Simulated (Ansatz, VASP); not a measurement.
# One calculation of Si2Ni, two programs

The input INCAR:

```
SYSTEM = Si2Ni
ALGO = Normal ; EDIFF = 1E-7
ENCUT = 520 ; GGA = PE
ISIF = 2 ; ISMEAR = -1
LASPH = .True. ; LCHARG = .False.
LREAL = .False. ; LWAVE = .False.
NBANDS = 16 ; NELM = 100
PREC = Accurate ; SIGMA = 0.05
```

The input KPOINTS:

```
k-points
0
Gamma
  10 10 10
  0 0 0
```

Contents of POSCAR:

```
Si2Ni
1.0
    0.0000000000      2.3211432314      2.3211432314
    2.3211432314      0.0000000000      2.3211432314
    2.3211432314      2.3211432314      0.0000000000
Ni Si
1 2
Direct
    0.0000000000      0.0000000000      0.0000000000
    0.2500000000      0.2500000000      0.2500000000
    0.7500000000      0.7500000000      0.7500000000
```

Input for Ansatz:

```yaml
crystal:
  lattice:
    - [0.0, 2.3211432314, 2.3211432314]
    - [2.3211432314, 0.0, 2.3211432314]
    - [2.3211432314, 2.3211432314, 0.0]
  atoms:
    - { symbol: Ni, position: [0.0, 0.0, 0.0] }
    - { symbol: Si, position: [0.25, 0.25, 0.25] }
    - { symbol: Si, position: [0.75, 0.75, 0.75] }
kpoints:
  mp_grid: { grid: [10, 10, 10] }
  band_path:
    path:
      - [0.0, 0.0, 0.0]
      - [0.5, 0.0, 0.5]
      - [0.625, 0.25, 0.625]
      - [0.375, 0.375, 0.75]
      - [0.0, 0.0, 0.0]
      - [0.5, 0.5, 0.5]
      - [0.5, 0.25, 0.75]
      - [0.5, 0.0, 0.5]
    npoints: 8
scf:
  occupations: { method: fermi_dirac, width: 0.05 }
hamiltonian:
  xc: pbe
  pseudopotentials: { kind: all_electron, lapw: { basis_error: 0.001 } }
output:
  forces: true
  stress: true
  eigenvalues: true
  populations: true
  dos: { projected: true, de: 0.2, e_range: [-14, 8] }
```

Change from the starting cell: volume scaled by 0.62, LAPW.

Alike in both runs: task single point; functional PBE; k mesh 10 × 10 × 10; occupations fermi-dirac, width 0.05 eV; no spin polarisation.

|  | VASP | Ansatz |
| --- | --- | --- |
| version | VASP 6.6.1 | Ansatz 0.2.0 |
| potentials or method | VASP PAW PBE potentials, release 64 (Ni, Si), cutoff 520 eV | all-electron LAPW, scalar-relativistic |

|  | VASP | Ansatz | Ansatz less VASP |
| --- | --- | --- | --- |
| pressure (GPa) | 204.9 | 205.2 | +0.32 |

Both programs put the cell under a high pressure, so it lies far from rest at this level. Ansatz ran all-electron here, and VASP with PAW potentials.

Noted on VASP's run: the cell as given lies far from equilibrium.
